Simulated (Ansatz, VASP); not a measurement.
Zr: VASP beside Ansatz

Contents of INCAR:

```
PREC = Accurate
ENCUT = 520
EDIFF = 1E-6
ISMEAR = -1
SIGMA = 0.1
LREAL = False
LASPH = True
NELM = 60
ALGO = Normal
ISIF = 2
LWAVE = False
LCHARG = False
GGA = PS
NBANDS = 12
```

Contents of KPOINTS:

```
regular mesh
0
Gamma
  14 14 14
```

POSCAR

```
Zr
1.0
   -1.7392198107      1.7392198107      1.7392198107
    1.7392198107     -1.7392198107      1.7392198107
    1.7392198107      1.7392198107     -1.7392198107
Zr
1
Direct
    0.0000000000      0.0000000000      0.0000000000
```

Input for Ansatz:

```yaml
crystal:
  lattice:
    - [-1.7392198107, 1.7392198107, 1.7392198107]
    - [1.7392198107, -1.7392198107, 1.7392198107]
    - [1.7392198107, 1.7392198107, -1.7392198107]
  atoms:
    - { symbol: Zr, position: [0.0, 0.0, 0.0] }
hamiltonian:
  xc: pbesol
  pseudopotentials:
    kind: paw
    azcp:
      Zr: "pseudopotentials/Zr.paw.azcp"
basis:
  ecutwfc: 420
  fft_grid_basis: typed
kpoints:
  mp_grid: { grid: [14, 14, 14], shift: [0, 0, 0] }
magnetization:
  spin_polarized: false
scf:
  occupations: { method: fermi_dirac, width: 0.1 }
  lower_state_search: "off"
output:
  stress: true
```

Alike in both runs: task single point; functional PBEsol; k mesh 14 × 14 × 14; occupations fermi-dirac, width 0.1 eV; no spin polarisation.

|  | VASP | Ansatz |
| --- | --- | --- |
| version | VASP 6.6.1 | Ansatz 0.2.0 |
| potentials or method | VASP PAW PBE potentials, release 64 (Zr_sv), cutoff 520 eV | plane waves (420 eV) with PAW, scalar-relativistic |
| valence electrons in the cell | 12 | 12 |

Ansatz gave:

```
pressure (GPa) : 3.8
```

Problem. Estimate VASP's values.

Solution. Pressure (GPa): 3.9.

VASP's potentials were made for PBE, not for PBEsol, and Ansatz warns of the same on its side.
